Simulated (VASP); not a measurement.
# Fe in VASP: further runs, part 3 of 3

VASP 6.6.1. Earlier steps stand in the parts before.

## (5) Single point, PBE, collinear spin, ferromagnetic start (normal strain along x +0.0733, normal strain along z +0.0467)

Contents of INCAR:

```
PREC = Accurate ; ENCUT = 520
EDIFF = 1E-7 ; ISMEAR = 0
SIGMA = 0.15 ; LREAL = F
LASPH = T ; NELM = 150
ALGO = Normal ; ISIF = 2
LWAVE = F ; LCHARG = T
ISPIN = 2 ; MAGMOM = 2.44
LORBIT = 11 ; LMAXMIX = 4
GGA = PE ; LELF = T
LVHAR = T ; NBANDS = 14
```

Contents of KPOINTS:

```
regular mesh
0
Gamma
  10 10 10
```

Contents of POSCAR:

```
Fe
1.0
   -1.5195513979      1.4157750842      1.4818917806
    1.5195513979     -1.4157750842      1.4818917806
    1.5195513979      1.4157750842     -1.4818917806
Fe
1
Direct
    0.0000000000      0.0000000000      0.0000000000
```

Potentials or basis: VASP PAW PBE potentials, release 64 (Fe).

Launch:

```bash
> cat potpaw_PBE.64/Fe/POTCAR > POTCAR
> mpirun -np 1 vasp_std > vasp.out
```

OUTCAR:

```text
PREC = Accurate
   ENCUT = 520
   EDIFF = 1E-7
   ISMEAR = 0
   LREAL = F
   LASPH = T
   NELM = 150
   ISIF = 2
   ISPIN = 2
   LORBIT = 11
   GGA = PE

 ion  position               nearest neighbor table
   1  0.000  0.000  0.000-

  LATTYP: Found a body centered orthorhombic cell.
 ALAT       =     2.8315501684
 B/A-ratio  =     1.0467000000
 C/A-ratio  =     1.0733000000

  Lattice vectors:

 A1 = (  -1.5195513979,  -1.4157750842,  -1.4818917806)
 A2 = (  -1.5195513979,   1.4157750842,   1.4818917806)
 A3 = (   1.5195513979,   1.4157750842,  -1.4818917806)

Analysis of symmetry for initial positions (statically):
=====================================================================
 Subroutine PRICEL returns:
 Original cell was already a primitive cell.

 Routine SETGRP: Setting up the symmetry group for a
 body centered orthorhombic supercell.

 Subroutine GETGRP returns: Found  8 space group operations
 (whereof  8 operations were pure point group operations)
 out of a pool of  8 trial point group operations.

The static configuration has the point symmetry D_2h.

Analysis of symmetry for dynamics (positions and initial velocities):
=====================================================================
 Subroutine PRICEL returns:
 Original cell was already a primitive cell.

 Routine SETGRP: Setting up the symmetry group for a
 body centered orthorhombic supercell.

 Subroutine GETGRP returns: Found  8 space group operations
 (whereof  8 operations were pure point group operations)
 out of a pool of  8 trial point group operations.

The dynamic configuration has the point symmetry D_2h.

Analysis of structural, dynamic, and magnetic symmetry:
=====================================================================
 Subroutine PRICEL returns:
 Original cell was already a primitive cell.

 Routine SETGRP: Setting up the symmetry group for a
 body centered orthorhombic supercell.

 Subroutine GETGRP returns: Found  8 space group operations
 (whereof  8 operations were pure point group operations)
 out of a pool of  8 trial point group operations.

The overall configuration has the point symmetry D_2h.

 Subroutine INISYM returns: Found  8 space group operations
 (whereof  8 operations are pure point group operations),
 and found     1 'primitive' translations

----------------------------------------------------------------------------------------

                                     Primitive cell

  volume of cell :      12.7522

  direct lattice vectors                    reciprocal lattice vectors
    -1.519551398  1.415775084  1.481891781     0.000000000  0.353163441  0.337406555
     1.519551398 -1.415775084  1.481891781     0.329044480  0.000000000  0.337406555
     1.519551398  1.415775084 -1.481891781     0.329044480  0.353163441  0.000000000

  length of vectors
     2.551364104  2.551364104  2.551364104     0.488433822  0.471289140  0.482695231

  position of ions in fractional coordinates (direct lattice)
     0.000000000  0.000000000  0.000000000

  ion indices of the primitive-cell ions
   primitive index   ion index
                 1           1

----------------------------------------------------------------------------------------

 KPOINTS: regular mesh

Automatic generation of k-mesh.
 Grid dimensions read from file:
 generate k-points for:   10   10   10

[... 67 lines left out ...]
   IBRION =     -1    ionic relax: 0-MD 1-quasi-New 2-CG
   NFREE  =      0    steps in history (QN), initial steepest desc. (CG)
   ISIF   =      2    stress and relaxation
   ISYM   =      2    0-nonsym 1-usesym 2-fastsym
   POTIM  = 0.5000    time-step for ionic-motion
   TEBEG  =    0.0;   TEEND  =   0.0 temperature during run
   PSTRESS=    0.0 pullay stress
   NELECT =       8.0000    total number of electrons
   NUPDOWN=      -1.0000    fix difference up-down
   EMIN   =  10.00;   EMAX   =-10.00  energy-range for DOS
   EFERMI =   0.00;   METHOD = LEGACY
   ISMEAR =     0;   SIGMA  =   0.15  broadening in eV -4-tet -1-fermi 0-gaus
   EFERMI_NEDOS =   21; number of points for ismear=-14 and -15
   IALGO  =     38    algorithm
   IMIX   =      4    mixing-type and parameters
     AMIX     =   0.40;   BMIX     =  1.00
     AMIX_MAG =   1.60;   BMIX_MAG =  1.00
  volume/ion in A,a.u.               =      12.75        86.06
  Fermi-wavevector in a.u.,A,eV,Ry     =   1.401445  2.648347 26.722503  1.964049
  Thomas-Fermi vector in A             =   2.524306
   LORBIT       =     11    0 simple, 1 ext, 2 COOP (PROOUT), +10 PAW based schemes
   GGA     = PE    functional components
   LHFCALC =     F    Hartree Fock is set to
   AEXX    =    0.0000 exact exchange contribution
   IVDW    =     0    specifies the selected vdW correction
   LEPSILON=     F    determine dielectric tensor
   LRPA    =     F    only Hartree local field effects (RPA)
 spin polarized calculation
 Gauss-broadening in eV      SIGMA  =   0.15
  energy-cutoff  :      520.00
  volume of cell :       12.75
 maximum number of plane-waves:       362
   NGX =  9   NGY =  9   NGZ =  9

 number of electron       7.9999999 magnetization       2.4771872

 Free energy of the ion-electron system (eV)
  ---------------------------------------------------
  ext. energy  EPLUGINS =         0.00000000
  ---------------------------------------------------
  free energy    TOTEN  =        -8.16139684 eV

  energy without entropy =       -8.14743853  energy(sigma->0) =       -8.15441769

 E-fermi :   4.7472     XC(G=0): -12.4665

 val. band max:        4.7459388773   @ k =  -0.4000   0.3000   0.0000
 cond. band min:       4.7495220771   @ k =   0.5000  -0.2000   0.2000
 fundamental gap:      0.0035831998
 Fermi energy:         4.7471732419

 spin component 1

 k-point     1 :       0.0000    0.0000    0.0000
  band No.  band energies     occupation
      1      -3.0626      1.00000
      2       2.4026      1.00000
      3       2.5884      1.00000
      4       2.6744      1.00000
      5       3.4258      1.00000
      6       3.7138      1.00000
      7      27.9150      0.00000
      8      28.3203      0.00000
      9      29.4855      0.00000
     10      32.5220      0.00000
     11      33.4766      0.00000
     12      33.5610      0.00000
     13      33.6502      0.00000
     14      34.4604      0.00000
[... 379 lines left out ...]
      3       2.2782      1.00000
      4       3.3957      1.00000
      5       3.7693      1.00000
      6       3.7837      1.00000
      7      19.4443      0.00000
      8      22.6857      0.00000
      9      25.0919      0.00000
     10      28.4461      0.00000
     11      31.2982      0.00000
     12      32.6319      0.00000
     13      37.8110      0.00000
     14      39.6766      0.00000

 [... further k-points ...]

 spin component 2

 k-point     1 :       0.0000    0.0000    0.0000
  band No.  band energies     occupation
      1      -2.9103      1.00000
      2       4.5377      0.97584
      3       4.8613      0.14100
      4       5.0111      0.00641
      5       6.2681      0.00000
      6       6.7423      0.00000
      7      27.5978      0.00000
      8      28.0421      0.00000
      9      29.1919      0.00000
     10      32.7443      0.00000
     11      33.5447      0.00000
     12      34.1730      0.00000
     13      34.7466      0.00000
     14      35.5841      0.00000
[... 379 lines left out ...]
      3       4.3549      0.99989
      4       6.1078      0.00000
      5       6.2340      0.00000
      6       6.6769      0.00000
      7      20.0878      0.00000
      8      23.0671      0.00000
      9      25.7910      0.00000
     10      28.5197      0.00000
     11      31.7966      0.00000
     12      33.1003      0.00000
     13      38.2872      0.00000
     14      39.8945      0.00000

 [... further k-points ...]
[... 5 lines left out ...]
  --------------------------------------------------------------------------------------
  -------------------------------------------------------------------------------------
  Total       -1.2178335     -0.9755285     -1.1502663      0.0000000      0.0000000      0.0000000
  in kB     -153.0073792   -122.5644143   -144.5183028      0.0000000      0.0000000      0.0000000
  external PRESSURE =    -140.0300321 kB  Pullay stress =       0.0000000 kB

 VOLUME and BASIS-vectors are now :
 -----------------------------------------------------------------------------
  energy-cutoff  :      520.00
  volume of cell :       12.75
      direct lattice vectors                 reciprocal lattice vectors
    -1.519551398  1.415775084  1.481891781     0.000000000  0.353163441  0.337406555
     1.519551398 -1.415775084  1.481891781     0.329044480  0.000000000  0.337406555
     1.519551398  1.415775084 -1.481891781     0.329044480  0.353163441  0.000000000

 POSITION                                       TOTAL-FORCE (eV/Angst)
 -----------------------------------------------------------------------------------
      0.00000      0.00000      0.00000        -0.000000      0.000000      0.000000
 -----------------------------------------------------------------------------------
    total drift:                                0.000000     -0.000000      0.000000

  FREE ENERGIE OF THE ION-ELECTRON SYSTEM (eV)
  ---------------------------------------------------
  free  energy   TOTEN  =        -8.1613968390 eV

  energy  without entropy=       -8.1474385329  energy(sigma->0) =       -8.15441769

 total charge

# of ion       s       p       d       tot
------------------------------------------
    1        0.442   0.445   6.168   7.055

 magnetization (x)

# of ion       s       p       d       tot
------------------------------------------
    1       -0.015  -0.056   2.568   2.497
```

It took 37 s on 1 thread of Intel Xeon Platinum 8488C (Sapphire Rapids), shared host; peak memory 0.16 GiB.

Results:

* Free energy: -8.1614 eV
* Pressure: -14.0 GPa
* Net moment: 2.48 μB per cell
* Site moments: Fe +2.50 μB
* Valence electrons inside the program's atomic spheres: Fe 7.05

Stress tensor (GPa, compression positive):
```
-15.30   0.00   0.00
  0.00 -12.26   0.00
  0.00   0.00 -14.45
```

Levels at points of the mesh, in eV from the Fermi level:
Spin up:
| k point | band 3 | band 4 | band 5 | band 6 | band 7 | band 8 |
| --- | --- | --- | --- | --- | --- | --- |
| (0.00, 0.00, 0.00) | -2.16 | -2.07 | -1.32 | -1.03 | 23.17 | 23.57 |
| (0.50, 0.00, 0.00) | -1.08 | -0.82 | 0.08 | 0.78 | 6.64 | 16.69 |
| (0.00, 0.50, 0.00) | -1.33 | -1.09 | -0.02 | 0.25 | 5.93 | 18.26 |
| (0.50, 0.50, 0.00) | -1.24 | -0.84 | 0.04 | 0.60 | 6.40 | 17.22 |
| (0.50, 0.50, 0.50) | -0.26 | -0.20 | -0.08 | 8.00 | 8.86 | 10.55 |
Spin down:
| k point | band 1 | band 2 | band 3 | band 4 | band 5 | band 6 | band 7 | band 8 |
| --- | --- | --- | --- | --- | --- | --- | --- | --- |
| (0.00, 0.00, 0.00) | -7.66 | -0.21 | 0.11 | 0.26 | 1.52 | 2.00 | 22.85 | 23.29 |
| (0.50, 0.00, 0.00) | -2.94 | -1.31 | 0.86 | 1.83 | 2.11 | 2.63 | 8.15 | 16.75 |
| (0.00, 0.50, 0.00) | -3.02 | -0.76 | 0.30 | 1.35 | 1.94 | 2.61 | 7.47 | 18.18 |
| (0.50, 0.50, 0.00) | -2.96 | -1.12 | 0.67 | 1.63 | 2.09 | 2.61 | 7.92 | 17.24 |
| (0.50, 0.50, 0.50) | -2.35 | -2.25 | 2.35 | 2.37 | 2.39 | 8.27 | 9.15 | 10.86 |

Caveat: the cell differs from its parent crystal (normal strain along x +0.0733, normal strain along z +0.0467).

## (6) Single point, PBE, collinear spin, ferromagnetic start (normal strain along x +0.1100, normal strain along z +0.0233)

Contents of INCAR:

```
ALGO = Normal
EDIFF = 1E-6
ENCUT = 520
GGA = PE
ISIF = 2
ISMEAR = 0
ISPIN = 2
LASPH = T
LCHARG = T
LELF = T
LMAXMIX = 4
LORBIT = 11
LREAL = F
LVHAR = T
LWAVE = F
MAGMOM = 2.44
NBANDS = 14
NELM = 150
PREC = Accurate
SIGMA = 0.15
```

Contents of KPOINTS:

```
k-points
0
Gamma
  10 10 10
```

Contents of POSCAR:

```
Fe
1.0
   -1.5715103435      1.4157750842      1.4487626437
    1.5715103435     -1.4157750842      1.4487626437
    1.5715103435      1.4157750842     -1.4487626437
Fe
1
Direct
    0.0000000000      0.0000000000      0.0000000000
```

Potentials or basis: VASP PAW PBE potentials, release 64 (Fe).

Launch:

```bash
> cat potpaw_PBE.64/Fe/POTCAR > POTCAR
> mpirun -np 1 vasp_std > vasp.out
```

OUTCAR:

```text
EDIFF = 1E-6
   ENCUT = 520
   GGA = PE
   ISIF = 2
   ISMEAR = 0
   ISPIN = 2
   LASPH = T
   LORBIT = 11
   LREAL = F
   NELM = 150
   PREC = Accurate

 ion  position               nearest neighbor table
   1  0.000  0.000  0.000-

  LATTYP: Found a body centered orthorhombic cell.
 ALAT       =     2.8315501684
 B/A-ratio  =     1.0233000000
 C/A-ratio  =     1.1100000000

  Lattice vectors:

 A1 = (  -1.5715103435,  -1.4157750842,  -1.4487626437)
 A2 = (  -1.5715103435,   1.4157750842,   1.4487626437)
 A3 = (   1.5715103435,   1.4157750842,  -1.4487626437)

Analysis of symmetry for initial positions (statically):
=====================================================================
 Subroutine PRICEL returns:
 Original cell was already a primitive cell.

 Routine SETGRP: Setting up the symmetry group for a
 body centered orthorhombic supercell.

 Subroutine GETGRP returns: Found  8 space group operations
 (whereof  8 operations were pure point group operations)
 out of a pool of  8 trial point group operations.

The static configuration has the point symmetry D_2h.

Analysis of symmetry for dynamics (positions and initial velocities):
=====================================================================
 Subroutine PRICEL returns:
 Original cell was already a primitive cell.

 Routine SETGRP: Setting up the symmetry group for a
 body centered orthorhombic supercell.

 Subroutine GETGRP returns: Found  8 space group operations
 (whereof  8 operations were pure point group operations)
 out of a pool of  8 trial point group operations.

The dynamic configuration has the point symmetry D_2h.

Analysis of structural, dynamic, and magnetic symmetry:
=====================================================================
 Subroutine PRICEL returns:
 Original cell was already a primitive cell.

 Routine SETGRP: Setting up the symmetry group for a
 body centered orthorhombic supercell.

 Subroutine GETGRP returns: Found  8 space group operations
 (whereof  8 operations were pure point group operations)
 out of a pool of  8 trial point group operations.

[... 152 lines left out ...]

 spin component 1

 k-point     1 :       0.0000    0.0000    0.0000
  band No.  band energies     occupation
      1      -3.1033      1.00000
      2       2.3063      1.00000
      3       2.4048      1.00000
      4       2.6822      1.00000
      5       3.2427      1.00000
      6       3.6206      1.00000
      7      27.2730      0.00000
      8      28.5396      0.00000
      9      29.2130      0.00000
     10      32.1363      0.00000
     11      32.4607      0.00000
     12      33.1089      0.00000
     13      33.5180      0.00000
     14      33.8539      0.00000
[... 379 lines left out ...]
      3       2.1480      1.00000
      4       3.2078      1.00000
      5       3.6520      1.00000
      6       3.6721      1.00000
      7      18.7565      0.00000
      8      23.0252      0.00000
      9      25.0946      0.00000
     10      28.4585      0.00000
     11      30.6780      0.00000
     12      32.5547      0.00000
     13      37.1771      0.00000
     14      39.0346      0.00000

 [... further k-points ...]

 spin component 2

 k-point     1 :       0.0000    0.0000    0.0000
  band No.  band energies     occupation
      1      -2.9468      1.00000
      2       4.5208      0.92681
      3       4.6919      0.43602
      4       5.1624      0.00000
      5       6.0720      0.00000
      6       6.7115      0.00000
      7      26.9143      0.00000
      8      28.3217      0.00000
      9      28.9715      0.00000
     10      32.4220      0.00000
     11      33.3951      0.00000
     12      33.5206      0.00000
     13      33.8266      0.00000
     14      34.5901      0.00000
[... 379 lines left out ...]
      3       4.3461      0.99903
      4       6.0054      0.00000
      5       6.1107      0.00000
      6       6.6377      0.00000
      7      19.4436      0.00000
      8      23.3288      0.00000
      9      25.8381      0.00000
     10      28.5148      0.00000
     11      31.1705      0.00000
     12      33.0761      0.00000
     13      37.7007      0.00000
     14      39.2378      0.00000

 [... further k-points ...]
[... 5 lines left out ...]
  --------------------------------------------------------------------------------------
  -------------------------------------------------------------------------------------
  Total       -1.3409165     -0.9647285     -1.0953335      0.0000000      0.0000000      0.0000000
  in kB     -166.6263086   -119.8800589   -136.1094266      0.0000000      0.0000000      0.0000000
  external PRESSURE =    -140.8719314 kB  Pullay stress =       0.0000000 kB

 VOLUME and BASIS-vectors are now :
 -----------------------------------------------------------------------------
  energy-cutoff  :      520.00
  volume of cell :       12.89
      direct lattice vectors                 reciprocal lattice vectors
    -1.571510343  1.415775084  1.448762644     0.000000000  0.353163441  0.345122096
     1.571510343 -1.415775084  1.448762644     0.318165262  0.000000000  0.345122096
     1.571510343  1.415775084 -1.448762644     0.318165262  0.353163441  0.000000000

 POSITION                                       TOTAL-FORCE (eV/Angst)
 -----------------------------------------------------------------------------------
      0.00000      0.00000      0.00000        -0.000000     -0.000000      0.000000
 -----------------------------------------------------------------------------------
    total drift:                                0.000000     -0.000000      0.000000

  FREE ENERGIE OF THE ION-ELECTRON SYSTEM (eV)
  ---------------------------------------------------
  free  energy   TOTEN  =        -8.1438722728 eV

  energy  without entropy=       -8.1308793272  energy(sigma->0) =       -8.13737580

 total charge

# of ion       s       p       d       tot
------------------------------------------
    1        0.439   0.440   6.158   7.037

 magnetization (x)

# of ion       s       p       d       tot
------------------------------------------
    1       -0.016  -0.056   2.630   2.558
```

OSZICAR:

```text
N       E                     dE             d eps       ncg     rms          rms(c)
DAV:   1     0.224017058606E+02    0.22402E+02   -0.37833E+03 10258   0.668E+02
DAV:   2    -0.816202597965E+01   -0.30564E+02   -0.28004E+02 10428   0.126E+02
DAV:   3    -0.915532904402E+01   -0.99330E+00   -0.98503E+00 11542   0.238E+01
DAV:   4    -0.915889016121E+01   -0.35611E-02   -0.35608E-02 11118   0.130E+00
DAV:   5    -0.915890920496E+01   -0.19044E-04   -0.19043E-04 11556   0.989E-02    0.102E+01
DAV:   6    -0.830239909152E+01    0.85651E+00   -0.13314E+01 11772   0.401E+01    0.769E+00
DAV:   7    -0.814547064904E+01    0.15693E+00   -0.14646E+00 11760   0.124E+01    0.358E+00
DAV:   8    -0.814715641043E+01   -0.16858E-02   -0.19373E-02 11038   0.796E-01    0.156E+00
DAV:   9    -0.814377888569E+01    0.33775E-02   -0.23041E-02 12432   0.939E-01    0.567E-01
DAV:  10    -0.814367804047E+01    0.10085E-03   -0.59881E-04 11106   0.246E-01    0.191E-01
DAV:  11    -0.814387004937E+01   -0.19201E-03   -0.69564E-04 11944   0.210E-01    0.572E-02
DAV:  12    -0.814387105407E+01   -0.10047E-05   -0.40772E-05 10672   0.568E-02    0.149E-02
DAV:  13    -0.814387386274E+01   -0.28087E-05   -0.23552E-06  9256   0.118E-02    0.121E-02
DAV:  14    -0.814387234883E+01    0.15139E-05   -0.81410E-07  5304   0.844E-03    0.666E-03
DAV:  15    -0.814387227283E+01    0.75997E-07   -0.12755E-07  4944   0.324E-03
   1 F= -.81438723E+01 E0= -.81373758E+01  d E =-.129929E-01  mag=     2.5366
```

Run time: 35 s. Hardware: 1 thread of Intel Xeon Platinum 8488C (Sapphire Rapids), shared host; peak memory 0.16 GiB.

Results:

| Property | Result |
| --- | --- |
| Free energy | -8.1439 eV |
| Pressure | -14.1 GPa |
| Net moment | 2.54 μB per cell |
| Site moments | Fe +2.56 μB |
| Valence electrons inside the program's atomic spheres | Fe 7.04 |

Caveat: the cell differs from its parent crystal (normal strain along x +0.1100, normal strain along z +0.0233).

## (7) The runs side by side

| cell | gap on the mesh (eV) | pressure (GPa) | moment (μB) |
| --- | --- | --- | --- |
| a = 2.545 Å, angles 103.7, 112.4, 112.4°, 1 atom | none | -12.7 | 2.45 |
| a = 2.308 Å, angles 113.8, 104.3, 110.4°, 1 atom | none | 55.5 | 1.77 |
| a = 2.532 Å, angles 106.2, 112.0, 110.2°, 1 atom | none | -13.2 | 2.37 |
| a = 2.551 Å, angles 106.9, 112.6, 109.0°, 1 atom | none | -14.0 | 2.48 |
| a = 2.564 Å, angles 104.4, 113.0, 111.2°, 1 atom | none | -14.1 | 2.54 |

Alike in all rows: task single point; level PBE; potentials or basis VASP PAW PBE potentials, release 64 (Fe); spin collinear, ferromagnetic start; k mesh 10 × 10 × 10; cutoff (eV) 520; smearing gaussian 0.15 eV.

Total energies depend on the potentials used, so only differences within one code and one set of settings carry meaning.
